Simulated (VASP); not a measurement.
# WS2 (P6_3/mmc) in VASP: further runs

The runs below take WS2 through single point, with PBE.

Program: VASP 6.6.1. These are calculated values, not measurements. Logs are shortened: lines on timing, memory, paths and dates and some standing lists are left out, and cuts for length are marked.

## 1. The cell of the first run

It takes space group P6_3/mmc (No. 194, hexagonal). Conventional cell: a = 3.115 Å, b = 3.115 Å, c = 12.245 Å, α = 90.00°, β = 90.00°, γ = 120.00°. W (site symmetry -6m2) has 6 S at 2.36 Å within 3.1 Å. Within 3.1 Å of S (site symmetry 3m) lie 3 W at 2.36 Å and 1 S at 3.06 Å.

## 2. Single point, PBE

Input file INCAR:

```
SYSTEM = WS2
PREC     = Accurate       ! precision mode
ENCUT    = 520            ! plane-wave cutoff, eV
EDIFF    = 1E-6           ! SCF threshold, eV
ISMEAR   = 0              ! smearing method
SIGMA    = 0.05           ! smearing width, eV
LREAL    = .False.        ! projectors in reciprocal space
LASPH    = .True.         ! aspherical terms in the spheres
NELM     = 60             ! most SCF steps
ALGO     = Normal         ! electronic algorithm
ISIF     = 2              ! what is computed and relaxed
LWAVE    = .False.        ! write WAVECAR
LCHARG   = .True.         ! write CHGCAR
GGA      = PE             ! functional
LELF     = .True.         ! ELF
LVHAR    = .True.       
NBANDS   = 35             ! bands
```

Input file KPOINTS:

```
Automatic mesh
0
Gamma
  9 9 2
  0 0 0
```

Input file POSCAR:

```
WS2
1.0
    3.1150838257      0.0000000000      0.0000000000
   -1.5575419129      2.6977417280      0.0000000000
    0.0000000000      0.0000000000     12.2448263589
W S
2 4
Direct
    0.3333333333      0.6666666667      0.2500000000
    0.6666666667      0.3333333333      0.7500000000
    0.3333333333      0.6666666667      0.6250000000
    0.6666666667      0.3333333333      0.1250000000
    0.3333333333      0.6666666667      0.8750000000
    0.6666666667      0.3333333333      0.3750000000
```

Potentials or basis: VASP PAW PBE potentials, release 64 (W_sv, S).

Command:

```sh
cat potpaw_PBE.64/W_sv/POTCAR potpaw_PBE.64/S/POTCAR > POTCAR
mpirun -np 1 vasp_std > vasp.out
```

OUTCAR:

```text
SYSTEM = WS2
   PREC = Accurate
   ENCUT = 520
   EDIFF = 1E-6
   ISMEAR = 0
   LREAL = .False.
   LASPH = .True.
   NELM = 60
   ISIF = 2
   GGA = PE

 ion  position               nearest neighbor table
   1  0.333  0.667  0.250-   4 2.36   6 2.36   4 2.36   6 2.36   4 2.36   6 2.36
   2  0.667  0.333  0.750-   3 2.36   5 2.36   3 2.36   5 2.36   3 2.36   5 2.36
   3  0.333  0.667  0.625-   2 2.36   2 2.36   2 2.36
   4  0.667  0.333  0.125-   1 2.36   1 2.36   1 2.36
   5  0.333  0.667  0.875-   2 2.36   2 2.36   2 2.36
   6  0.667  0.333  0.375-   1 2.36   1 2.36   1 2.36

  LATTYP: Found a hexagonal cell.
 ALAT       =     3.1150838257
 C/A-ratio  =     3.9308176101

  Lattice vectors:

 A1 = (   3.1150838257,   0.0000000000,   0.0000000000)
 A2 = (  -1.5575419129,   2.6977417280,   0.0000000000)
 A3 = (   0.0000000000,   0.0000000000,  12.2448263589)

Analysis of symmetry for initial positions (statically):
=====================================================================
 Subroutine PRICEL returns:
 Original cell was already a primitive cell.

 Routine SETGRP: Setting up the symmetry group for a
 hexagonal supercell.

 Subroutine GETGRP returns: Found 24 space group operations
 (whereof 12 operations were pure point group operations)
 out of a pool of 24 trial point group operations.

The static configuration has the point symmetry D_3d.
 The point group associated with its full space group is D_6h.

Analysis of symmetry for dynamics (positions and initial velocities):
=====================================================================
 Subroutine PRICEL returns:
 Original cell was already a primitive cell.

 Routine SETGRP: Setting up the symmetry group for a
 hexagonal supercell.

 Subroutine GETGRP returns: Found 24 space group operations
 (whereof 12 operations were pure point group operations)
 out of a pool of 24 trial point group operations.

The dynamic configuration has the point symmetry D_3d.
 The point group associated with its full space group is D_6h.

 Subroutine INISYM returns: Found 24 space group operations
 (whereof 12 operations are pure point group operations),
 and found     1 'primitive' translations

----------------------------------------------------------------------------------------

                                     Primitive cell

  volume of cell :     102.9017

  direct lattice vectors                    reciprocal lattice vectors
     3.115083826  0.000000000  0.000000000     0.321018649  0.185340203  0.000000000
    -1.557541913  2.697741728  0.000000000     0.000000000  0.370680406  0.000000000
     0.000000000  0.000000000 12.244826359     0.000000000  0.000000000  0.081667144

  length of vectors
     3.115083826  3.115083826 12.244826359     0.370680406  0.370680406  0.081667144

  position of ions in fractional coordinates (direct lattice)
     0.333333333  0.666666667  0.250000000
     0.666666667  0.333333333  0.750000000
     0.333333333  0.666666667  0.625000000
     0.666666667  0.333333333  0.125000000
     0.333333333  0.666666667  0.875000000
     0.666666667  0.333333333  0.375000000

  ion indices of the primitive-cell ions
   primitive index   ion index
                 1           1
                 2           2
                 3           3
                 4           4
                 5           5
                 6           6

----------------------------------------------------------------------------------------

 KPOINTS: Automatic mesh

Automatic generation of k-mesh.
 Grid dimensions read from file:
 generate k-points for:    9    9    2

 Generating k-lattice:

  Cartesian coordinates                     Fractional coordinates (reciprocal lattice)
     0.035668739  0.020593356  0.000000000     0.111111111  0.000000000  0.000000000
     0.000000000  0.041186712  0.000000000     0.000000000  0.111111111  0.000000000
     0.000000000  0.000000000  0.040833572     0.000000000  0.000000000  0.500000000

  Length of vectors
     0.041186712  0.041186712  0.040833572

  Shift w.r.t. Gamma in fractional coordinates (k-lattice)
     0.000000000  0.000000000  0.000000000

 Subroutine IBZKPT returns following result:
 ===========================================

 Found     24 irreducible k-points:

 Following reciprocal coordinates:
            Coordinates               Weight
  0.000000  0.000000  0.000000      1.000000
  0.111111 -0.000000  0.000000      6.000000
  0.222222 -0.000000  0.000000      6.000000
  0.333333  0.000000  0.000000      6.000000
  0.444444 -0.000000  0.000000      6.000000
  0.111111  0.111111  0.000000      6.000000
[... 16 lines left out ...]
  0.333333  0.222222  0.500000     12.000000
  0.333333  0.333333  0.500000      2.000000
   k-points           NKPTS =     24   k-points in BZ     NKDIM =     24   number of bands    NBANDS=     35
   number of dos      NEDOS =    301   number of ions     NIONS =      6
   total plane-waves  NPLWV =  55296
   dimension x,y,z NGX =    24 NGY =   24 NGZ =   96
   dimension x,y,z NGXF=    48 NGYF=   48 NGZF=  192
   ions per type =               2   4
   NGX,Y,Z   is equivalent  to a cutoff of  12.81, 12.81, 13.03 a.u.
   NGXF,Y,Z  is equivalent  to a cutoff of  25.62, 25.62, 26.07 a.u.
 SYSTEM =  WS2
   PREC   = accura    normal or accurate (medium, high low for compatibility)
   ISTART =      0    job   : 0-new  1-cont  2-samecut
   ICHARG =      2    charge: 1-file 2-atom 10-const
   ISPIN  =      1    spin polarized calculation?
   LNONCOLLINEAR =      F non collinear calculations
   LSORBIT =      F    spin-orbit coupling
   LASPH  =      T    aspherical Exc in radial PAW
   ENCUT  =  520.0 eV  38.22 Ry    6.18 a.u.   5.79  5.79 22.77*2*pi/ulx,y,z
   NELM   =     60;   NELMIN=  2; NELMDL= -5     # of ELM steps
   EDIFF  = 0.1E-05   stopping-criterion for ELM
   LREAL  =      F    real-space projection
   EDIFFG = 0.1E-04   stopping-criterion for IOM
   NSW    =      0    number of steps for IOM
   IBRION =     -1    ionic relax: 0-MD 1-quasi-New 2-CG
   NFREE  =      0    steps in history (QN), initial steepest desc. (CG)
   ISIF   =      2    stress and relaxation
   ISYM   =      2    0-nonsym 1-usesym 2-fastsym
   POTIM  = 0.5000    time-step for ionic-motion
   TEBEG  =    0.0;   TEEND  =   0.0 temperature during run
   PSTRESS=    0.0 pullay stress
   NELECT =      52.0000    total number of electrons
   NUPDOWN=      -1.0000    fix difference up-down
   EMIN   =  10.00;   EMAX   =-10.00  energy-range for DOS
   EFERMI =   0.00;   METHOD = LEGACY
   ISMEAR =     0;   SIGMA  =   0.05  broadening in eV -4-tet -1-fermi 0-gaus
   EFERMI_NEDOS =   21; number of points for ismear=-14 and -15
   IALGO  =     38    algorithm
   IMIX   =      4    mixing-type and parameters
     AMIX     =   0.40;   BMIX     =  1.00
     AMIX_MAG =   1.60;   BMIX_MAG =  1.00
  volume/ion in A,a.u.               =      17.15       115.74
  Fermi-wavevector in a.u.,A,eV,Ry     =   1.303972  2.464150 23.134581  1.700344
  Thomas-Fermi vector in A             =   2.434939
   LORBIT       =      0    0 simple, 1 ext, 2 COOP (PROOUT), +10 PAW based schemes
   GGA     = PE    functional components
   LHFCALC =     F    Hartree Fock is set to
   AEXX    =    0.0000 exact exchange contribution
   IVDW    =     0    specifies the selected vdW correction
   LEPSILON=     F    determine dielectric tensor
   LRPA    =     F    only Hartree local field effects (RPA)
 non-spin polarized calculation
 Gauss-broadening in eV      SIGMA  =   0.05
  energy-cutoff  :      520.00
  volume of cell :      102.90
 maximum number of plane-waves:      2792
 NGX is ok and might be reduce to    24
   NGX = 11   NGY = 11   NGZ = 45

 number of electron      51.9999993 magnetization

 Free energy of the ion-electron system (eV)
  ---------------------------------------------------
  ext. energy  EPLUGINS =         0.00000000
  ---------------------------------------------------
  free energy    TOTEN  =       -46.96146656 eV

  energy without entropy =      -46.96146656  energy(sigma->0) =      -46.96146656

 E-fermi :   8.3005     XC(G=0): -11.0808

 val. band max:        7.9605632018   @ k =   0.0000   0.0000   0.0000
 cond. band min:       9.0727810458   @ k =   0.2222   0.1111   0.0000
 fundamental gap:      1.1122178441
 Fermi energy:         8.3004983109

 k-point     1 :       0.0000    0.0000    0.0000
  band No.  band energies     occupation
      1     -66.6303      2.00000
      2     -66.6303      2.00000
      3     -30.9506      2.00000
      4     -30.9506      2.00000
      5     -30.7374      2.00000
      6     -30.7374      2.00000
[... 27 lines left out ...]
     34      10.6520      0.00000
     35      12.8475      0.00000

 k-point     2 :       0.1111   -0.0000    0.0000
  band No.  band energies     occupation
      1     -66.6276      2.00000
      2     -66.6276      2.00000
      3     -30.9411      2.00000
      4     -30.9410      2.00000
      5     -30.7891      2.00000
      6     -30.7891      2.00000
[... 27 lines left out ...]
     34      10.7392      0.00000
     35      13.7986      0.00000

 k-point     3 :       0.2222   -0.0000    0.0000
  band No.  band energies     occupation
      1     -66.6207      2.00000
      2     -66.6206      2.00000
      3     -30.9181      2.00000
      4     -30.9181      2.00000
      5     -30.9167      2.00000
      6     -30.9167      2.00000
[... 27 lines left out ...]
     34      11.5840      0.00000
     35      14.9882      0.00000

 k-point     4 :       0.3333    0.0000    0.0000
  band No.  band energies     occupation
      1     -66.6128      2.00000
      2     -66.6128      2.00000
      3     -31.0615      2.00000
      4     -31.0615      2.00000
      5     -30.8889      2.00000
      6     -30.8889      2.00000
[... 27 lines left out ...]
     34      12.2502      0.00000
     35      13.9301      0.00000

 k-point     5 :       0.4444   -0.0000    0.0000
  band No.  band energies     occupation
      1     -66.6077      2.00000
      2     -66.6077      2.00000
      3     -31.1533      2.00000
      4     -31.1533      2.00000
      5     -30.8707      2.00000
      6     -30.8707      2.00000
[... 638 lines left out ...]
 k-point    22 :       0.2222    0.2222    0.5000
  band No.  band energies     occupation
      1     -66.6094      2.00000
      2     -66.6094      2.00000
      3     -31.0695      2.00000
      4     -31.0695      2.00000
      5     -30.8839      2.00000
      6     -30.8839      2.00000
[... 27 lines left out ...]
     34      12.6498      0.00000
     35      14.8268      0.00000

 k-point    23 :       0.3333    0.2222    0.5000
  band No.  band energies     occupation
      1     -66.6054      2.00000
      2     -66.6054      2.00000
      3     -31.1026      2.00000
      4     -31.1026      2.00000
      5     -30.9391      2.00000
      6     -30.9391      2.00000
[... 27 lines left out ...]
     34      12.7857      0.00000
     35      14.0596      0.00000

 k-point    24 :       0.3333    0.3333    0.5000
  band No.  band energies     occupation
      1     -66.6040      2.00000
      2     -66.6040      2.00000
      3     -31.0596      2.00000
      4     -31.0596      2.00000
      5     -31.0135      2.00000
      6     -31.0135      2.00000
[... 27 lines left out ...]
     34      13.1163      0.00000
     35      14.6302      0.00000

------------------------ aborting loop because EDIFF is reached ----------------------------------------

  FORCE on cell =-STRESS in cart. coord.  units (eV):
  Direction    XX          YY          ZZ          XY          YZ          ZX
  --------------------------------------------------------------------------------------
  -------------------------------------------------------------------------------------
  Total        8.2333026      8.2333026     10.1212440     -0.0000000     -0.0000000      0.0000000
  in kB      128.1922945    128.1922945    157.5874905     -0.0000000     -0.0000000      0.0000000
  external PRESSURE =     137.9906932 kB  Pullay stress =       0.0000000 kB

 VOLUME and BASIS-vectors are now :
 -----------------------------------------------------------------------------
  energy-cutoff  :      520.00
  volume of cell :      102.90
      direct lattice vectors                 reciprocal lattice vectors
     3.115083826  0.000000000  0.000000000     0.321018649  0.185340203  0.000000000
    -1.557541913  2.697741728  0.000000000     0.000000000  0.370680406  0.000000000
     0.000000000  0.000000000 12.244826359     0.000000000  0.000000000  0.081667144

 POSITION                                       TOTAL-FORCE (eV/Angst)
 -----------------------------------------------------------------------------------
     -0.00000      1.79849      3.06121         0.000000     -0.000000      0.000000
      1.55754      0.89925      9.18362        -0.000000      0.000000      0.000000
     -0.00000      1.79849      7.65302        -0.000000     -0.000000     -1.321514
      1.55754      0.89925      1.53060         0.000000      0.000000     -1.321514
     -0.00000      1.79849     10.71422         0.000000     -0.000000      1.321514
      1.55754      0.89925      4.59181        -0.000000     -0.000000      1.321514
 -----------------------------------------------------------------------------------
    total drift:                               -0.000000      0.000000     -0.000000

  FREE ENERGIE OF THE ION-ELECTRON SYSTEM (eV)
  ---------------------------------------------------
  free  energy   TOTEN  =       -46.9614665580 eV

  energy  without entropy=      -46.9614665580  energy(sigma->0) =      -46.96146656
```

It took 48 s on 1 thread of Intel Xeon Platinum 8488C (Sapphire Rapids), shared host; peak memory 0.25 GiB.

What came out:

| Quantity | Value |
| --- | --- |
| Free energy | -46.9615 eV |
| Pressure | 13.8 GPa |
| Largest force | 1.322 eV/Å |
| Band gap on the k mesh | 1.11 eV, indirect (least direct gap 1.88 eV) |

Forces on the atoms (eV/Å):
```
W    0.000  0.000  0.000
W    0.000  0.000  0.000
S    0.000  0.000 -1.322
S    0.000  0.000 -1.322
S    0.000  0.000  1.322
S    0.000  0.000  1.322
```

Caveat: spin-orbit coupling is left out, which moves the levels of the heavy elements; this functional lacks dispersion, which binds the layers, so the pressure and a relaxed spacing across them are unreliable; forces of over 1 eV/Å act on the atoms, so gaps and moduli don't describe the material at rest. Expect the measured gap to be larger: semilocal functionals such as PBE lack the derivative discontinuity.

## 3. Single point, PBE

This run uses another cell than the first one, of 18.24 Å³/atom, 1.064 times its volume.

Input file INCAR:

```
ALGO = Normal
EDIFF = 1E-6
ENCUT = 520
GGA = PE
ISIF = 2
ISMEAR = 0
LASPH = True
LCHARG = True
LELF = True
LREAL = False
LVHAR = True
LWAVE = False
NBANDS = 35
NELM = 100
PREC = Accurate
SIGMA = 0.05
```

Input file KPOINTS:

```
k-points
0
Gamma
  9 9 2
```

Changes to POSCAR since step 2:

```diff
@@ -2,5 +2,5 @@
 1.0
-    3.1150838257      0.0000000000      0.0000000000
-   -1.5575419129      2.6977417280      0.0000000000
-    0.0000000000      0.0000000000     12.2448263589
+    3.1800000000      0.0000000000      0.0000000000
+   -1.5900000000      2.7539607840      0.0000000000
+    0.0000000000      0.0000000000     12.5000000000
 W S
```

Potentials or basis: VASP PAW PBE potentials, release 64 (W_sv, S).

Command:

```sh
cat potpaw_PBE.64/W_sv/POTCAR potpaw_PBE.64/S/POTCAR > POTCAR
mpirun -np 1 vasp_std > vasp.out
```

Run time: 49 s. Hardware: 1 thread of Intel Xeon Platinum 8488C (Sapphire Rapids), shared host; peak memory 0.26 GiB.

The run converged. Its results:

- Free energy: -47.2806 eV
- Pressure: 2.2 GPa
- Largest force: 0.132 eV/Å
- Band gap on the k mesh: 1.16 eV, indirect (least direct gap 1.74 eV)

Forces in eV/Å, atoms in the order of the input:
```
W    0.000  0.000  0.000
W    0.000  0.000  0.000
S    0.000  0.000 -0.132
S    0.000  0.000 -0.132
S    0.000  0.000  0.132
S    0.000  0.000  0.132
```

Stress tensor (GPa, compression positive):
```
1.63 0.00 0.00
0.00 1.63 0.00
0.00 0.00 3.48
```

Levels at points of the mesh, in eV from the valence-band top:
| k point | band 24 | band 25 | band 26 | band 27 | band 28 | band 29 |
| --- | --- | --- | --- | --- | --- | --- |
| (0.00, 0.00, 0.00) | -1.57 | -1.08 | 0.00 | 2.26 | 2.26 | 2.27 |
| (0.00, 0.00, 0.50) | -2.27 | -0.30 | -0.30 | 2.25 | 2.25 | 2.25 |

Caveat: spin-orbit coupling is left out, which moves the levels of the heavy elements; this functional lacks dispersion, which binds the layers, so the pressure and a relaxed spacing across them are unreliable.
